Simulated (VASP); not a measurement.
Input of a VASP 6.6.1 run:

File POSCAR:

```
RbCl
1.0
    0.0000000000      3.3445711051      3.3445711051
    3.3445711051      0.0000000000      3.3445711051
    3.3445711051      3.3445711051      0.0000000000
Rb Cl
1 1
Direct
    0.5000000000      0.5000000000      0.5000000000
    0.0000000000      0.0000000000      0.0000000000
```

Contents of INCAR.step1:

```
SYSTEM = RbCl
PREC = Accurate ; ENCUT = 550
ISMEAR = 0 ; SIGMA = 0.05
LREAL = .False. ; LASPH = .True.
NELM = 120 ; NBANDS = 15
GGA = PE ; ALGO = Normal
EDIFF = 1E-5 ; LWAVE = .True.
LCHARG = .False. ; GGA_COMPAT = .False.
```

INCAR.step2

```
SYSTEM = RbCl
PREC = Accurate ; ENCUT = 550
EDIFF = 1E-6 ; ISMEAR = 0
SIGMA = 0.05 ; LREAL = .False.
LASPH = .True. ; NELM = 120
ALGO = Normal ; ISIF = 2
LWAVE = .False. ; LCHARG = .False.
METAGGA = R2SCAN ; LMIXTAU = .True.
NBANDS = 15 ; ISTART = 1
GGA_COMPAT = .False.
```

Contents of KPOINTS:

```
Automatic mesh
0
Gamma
  6 6 6
  0 0 0
```

Potentials or basis: VASP PAW PBE potentials, release 64 (Rb_sv, Cl).

Launch:

```console
$ cat potpaw_PBE.64/Rb_sv/POTCAR potpaw_PBE.64/Cl/POTCAR > POTCAR
$ cp INCAR.step1 INCAR
$ mpirun -np 1 vasp_std > vasp.out
$ cp INCAR.step2 INCAR
$ mpirun -np 1 vasp_std > vasp.out
```

Q: Estimate the band gap on the k mesh.

A: 5.45 eV.

Q: Predict the pressure.

A: -0.5 GPa.

Caveat: the PAW data sets were made with another functional, which shifts forces and pressure a little.
